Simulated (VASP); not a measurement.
# Te2Mo (P6_3/mmc) in VASP: single point with PBE

Aim: the single point of Te2Mo with PBE.

Everything below comes from runs of VASP 6.6.1. Logs are shortened: lines on timing, memory, paths and dates and some standing lists are left out, and cuts for length are marked.

**The experiment to reproduce.**

From “Broadband infrared study of pressure-tunable Fano resonance and metallization transition in 2H-MoTe2”, 2022, pmc:9569381, for a bulk crystal of Te2Mo at 300 K: band gap 0.88 ± 0.05 eV (indirect).

The results are compared with them further down.

### 1 The cell of the first run

The structure is hexagonal, space group P6_3/mmc (No. 194). The conventional cell has a = 3.518 Å, b = 3.518 Å, c = 13.974 Å, α = 90.00°, β = 90.00°, γ = 120.00°. Within 3.6 Å of Te (site symmetry 3m) lie 3 Mo at 2.72 Å and 6 Te at 3.52 Å. Mo (site symmetry -6m2) has 6 Te at 2.72 Å and 6 Mo at 3.52 Å within 3.6 Å.

### 2 Single point, PBE

INCAR reads:

```
SYSTEM = Te2Mo
ALGO = Normal ; EDIFF = 1E-6
ENCUT = 520 ; GGA = PE
ISIF = 2 ; ISMEAR = 0
LASPH = .TRUE. ; LCHARG = .FALSE.
LREAL = .FALSE. ; LWAVE = .FALSE.
NBANDS = 35 ; NELM = 100
PREC = Accurate ; SIGMA = 0.05
```

KPOINTS reads:

```
k-points
0
G
  12 12 2
  0 0 0
```

POSCAR reads:

```
Te2Mo
1.0
    3.5181997508      0.0000000000      0.0000000000
   -1.7590998754      3.0468503597      0.0000000000
    0.0000000000      0.0000000000     13.9736000000
Te Mo
4 2
Direct
    0.3333333333      0.6666666667      0.6210000000
    0.6666666667      0.3333333333      0.1210000000
    0.3333333333      0.6666666667      0.8790000000
    0.6666666667      0.3333333333      0.3790000000
    0.3333333333      0.6666666667      0.2500000000
    0.6666666667      0.3333333333      0.7500000000
```

Potentials or basis: VASP PAW PBE potentials, release 64 (Te, Mo_sv).

The run is started by

```sh
$ cat potpaw_PBE.64/Te/POTCAR potpaw_PBE.64/Mo_sv/POTCAR > POTCAR
$ mpirun -np 1 vasp_std > vasp.out
```

OUTCAR:

```text
SYSTEM = Te2Mo
   EDIFF = 1E-6
   ENCUT = 520
   GGA = PE
   ISIF = 2
   ISMEAR = 0
   LASPH = .TRUE.
   LREAL = .FALSE.
   NELM = 100
   PREC = Accurate

 ion  position               nearest neighbor table
   1  0.333  0.667  0.621-   6 2.72   6 2.72   6 2.72   3 3.61
   2  0.667  0.333  0.121-   5 2.72   5 2.72   5 2.72   4 3.61
   3  0.333  0.667  0.879-   6 2.72   6 2.72   6 2.72   1 3.61
   4  0.667  0.333  0.379-   5 2.72   5 2.72   5 2.72   2 3.61
   5  0.333  0.667  0.250-   2 2.72   4 2.72   2 2.72   4 2.72   2 2.72   4 2.72
   6  0.667  0.333  0.750-   1 2.72   3 2.72   1 2.72   3 2.72   1 2.72   3 2.72

  LATTYP: Found a hexagonal cell.
 ALAT       =     3.5181997508
 C/A-ratio  =     3.9718040446

  Lattice vectors:

 A1 = (   3.5181997508,   0.0000000000,   0.0000000000)
 A2 = (  -1.7590998754,   3.0468503597,   0.0000000000)
 A3 = (   0.0000000000,   0.0000000000,  13.9736000000)

Analysis of symmetry for initial positions (statically):
=====================================================================
 Subroutine PRICEL returns:
 Original cell was already a primitive cell.

 Routine SETGRP: Setting up the symmetry group for a
 hexagonal supercell.

 Subroutine GETGRP returns: Found 24 space group operations
 (whereof 12 operations were pure point group operations)
 out of a pool of 24 trial point group operations.

The static configuration has the point symmetry D_3d.
 The point group associated with its full space group is D_6h.

Analysis of symmetry for dynamics (positions and initial velocities):
=====================================================================
 Subroutine PRICEL returns:
 Original cell was already a primitive cell.

 Routine SETGRP: Setting up the symmetry group for a
 hexagonal supercell.

 Subroutine GETGRP returns: Found 24 space group operations
 (whereof 12 operations were pure point group operations)
 out of a pool of 24 trial point group operations.

The dynamic configuration has the point symmetry D_3d.
 The point group associated with its full space group is D_6h.

 Subroutine INISYM returns: Found 24 space group operations
 (whereof 12 operations are pure point group operations),
 and found     1 'primitive' translations

----------------------------------------------------------------------------------------

[... 100 lines left out ...]
   EDIFF  = 0.1E-05   stopping-criterion for ELM
   LREAL  =      F    real-space projection
   EDIFFG = 0.1E-04   stopping-criterion for IOM
   NSW    =      0    number of steps for IOM
   IBRION =     -1    ionic relax: 0-MD 1-quasi-New 2-CG
   NFREE  =      0    steps in history (QN), initial steepest desc. (CG)
   ISIF   =      2    stress and relaxation
   ISYM   =      2    0-nonsym 1-usesym 2-fastsym
   POTIM  = 0.5000    time-step for ionic-motion
   TEBEG  =    0.0;   TEEND  =   0.0 temperature during run
   PSTRESS=    0.0 pullay stress
   NELECT =      52.0000    total number of electrons
   NUPDOWN=      -1.0000    fix difference up-down
   EMIN   =  10.00;   EMAX   =-10.00  energy-range for DOS
   EFERMI =   0.00;   METHOD = LEGACY
   ISMEAR =     0;   SIGMA  =   0.05  broadening in eV -4-tet -1-fermi 0-gaus
   EFERMI_NEDOS =   21; number of points for ismear=-14 and -15
   IALGO  =     38    algorithm
   IMIX   =      4    mixing-type and parameters
     AMIX     =   0.40;   BMIX     =  1.00
     AMIX_MAG =   1.60;   BMIX_MAG =  1.00
  volume/ion in A,a.u.               =      24.96       168.47
  Fermi-wavevector in a.u.,A,eV,Ry     =   1.150578  2.174277 18.011789  1.323829
  Thomas-Fermi vector in A             =   2.287241
   LORBIT       =      0    0 simple, 1 ext, 2 COOP (PROOUT), +10 PAW based schemes
   GGA     = PE    functional components
   LHFCALC =     F    Hartree Fock is set to
   AEXX    =    0.0000 exact exchange contribution
   IVDW    =     0    specifies the selected vdW correction
   LEPSILON=     F    determine dielectric tensor
   LRPA    =     F    only Hartree local field effects (RPA)
 non-spin polarized calculation
 Gauss-broadening in eV      SIGMA  =   0.05
  energy-cutoff  :      520.00
  volume of cell :      149.79
 maximum number of plane-waves:      4095
 NGX is ok and might be reduce to    28
   NGX = 13   NGY = 13   NGZ = 51

 number of electron      51.9999997 magnetization

 Free energy of the ion-electron system (eV)
  ---------------------------------------------------
  ext. energy  EPLUGINS =         0.00000000
  ---------------------------------------------------
  free energy    TOTEN  =       -35.98706056 eV

  energy without entropy =      -35.98706056  energy(sigma->0) =      -35.98706056

 E-fermi :   8.4382     XC(G=0): -10.4426

 val. band max:        8.1565392622   @ k =   0.0000   0.0000   0.0000
 cond. band min:       8.9111178654   @ k =   0.2500   0.1667   0.0000
 fundamental gap:      0.7545786032
 Fermi energy:         8.4381672007

 k-point     1 :       0.0000    0.0000    0.0000
  band No.  band energies     occupation
      1     -52.6641      2.00000
      2     -52.6641      2.00000
      3     -26.8311      2.00000
      4     -26.8311      2.00000
      5     -26.7077      2.00000
      6     -26.7077      2.00000
[... 901 lines left out ...]
     34      11.6508      0.00000
     35      13.3513      0.00000

 [... further k-points ...]

------------------------ aborting loop because EDIFF is reached ----------------------------------------

  FORCE on cell =-STRESS in cart. coord.  units (eV):
  Direction    XX          YY          ZZ          XY          YZ          ZX
  --------------------------------------------------------------------------------------
  -------------------------------------------------------------------------------------
  Total        2.5080531      2.5080531      3.2250739      0.0000000      0.0000000     -0.0000000
  in kB       26.8267084     26.8267084     34.4961265      0.0000000      0.0000000     -0.0000000
  external PRESSURE =      29.3831811 kB  Pullay stress =       0.0000000 kB

 VOLUME and BASIS-vectors are now :
 -----------------------------------------------------------------------------
  energy-cutoff  :      520.00
  volume of cell :      149.79
      direct lattice vectors                 reciprocal lattice vectors
     3.518199751  0.000000000  0.000000000     0.284236277  0.164103891  0.000000000
    -1.759099875  3.046850360  0.000000000     0.000000000  0.328207782  0.000000000
     0.000000000  0.000000000 13.973600000     0.000000000  0.000000000  0.071563520

 POSITION                                       TOTAL-FORCE (eV/Angst)
 -----------------------------------------------------------------------------------
     -0.00000      2.03123      8.67761        -0.000000     -0.000000     -0.188877
      1.75910      1.01562      1.69081        -0.000000      0.000000     -0.188877
     -0.00000      2.03123     12.28279        -0.000000     -0.000000      0.188877
      1.75910      1.01562      5.29599        -0.000000      0.000000      0.188877
     -0.00000      2.03123      3.49340        -0.000000     -0.000000      0.000000
      1.75910      1.01562     10.48020         0.000000      0.000000      0.000000
 -----------------------------------------------------------------------------------
    total drift:                               -0.000000      0.000000     -0.000000

  FREE ENERGIE OF THE ION-ELECTRON SYSTEM (eV)
  ---------------------------------------------------
  free  energy   TOTEN  =       -35.9870605617 eV

  energy  without entropy=      -35.9870605617  energy(sigma->0) =      -35.98706056
```

stdout:

```text
POSCAR found type information on POSCAR TeMo
 POSCAR found :  2 types and       6 ions
 scaLAPACK will be used
 LDA part: xc-table for (Slater+PW92), standard interpolation
 POSCAR, INCAR and KPOINTS ok, starting setup
 FFT: planning ... GRIDC
 FFT: planning ... GRID_SOFT
 FFT: planning ... GRID
 WAVECAR not read
 entering main loop
```

Wall time 4.1 min (1 thread of Intel Xeon 6975P-C, shared host); peak memory 0.38 GiB.

What came out:

```
Free energy            : -35.9871 eV
Pressure               : 2.9 GPa
Largest force          : 0.189 eV/Å
Band gap on the k mesh : 0.75 eV, indirect (least direct gap 1.04 eV)
```

Forces on the atoms (eV/Å):
```
Te   0.000  0.000 -0.189
Te   0.000  0.000 -0.189
Te   0.000  0.000  0.189
Te   0.000  0.000  0.189
Mo   0.000  0.000  0.000
Mo   0.000  0.000  0.000
```

Stress tensor (GPa, compression positive):
```
2.68 0.00 0.00
0.00 2.68 0.00
0.00 0.00 3.45
```

Caveat: spin-orbit coupling is left out, which moves the levels of the heavy elements; this functional lacks dispersion, which binds the layers, so the pressure and a relaxed spacing across them are unreliable.

### 3 Comparison with measurements

Step 2. Against the measured gap of Te2Mo, 0.88 eV (indirect; 300 K; quoted in “Broadband infrared study of pressure-tunable Fano resonance and metallization transition in 2H-MoTe2”, 2022, pmc:9569381), the calculated 0.75 eV is off by -0.13 eV. Spin-orbit coupling on Mo, Te is left out. The value is that of PBE on a finite k mesh, which can miss the band edges, without temperature or zero-point motion. Semilocal functionals fall short of measured gaps as a rule.
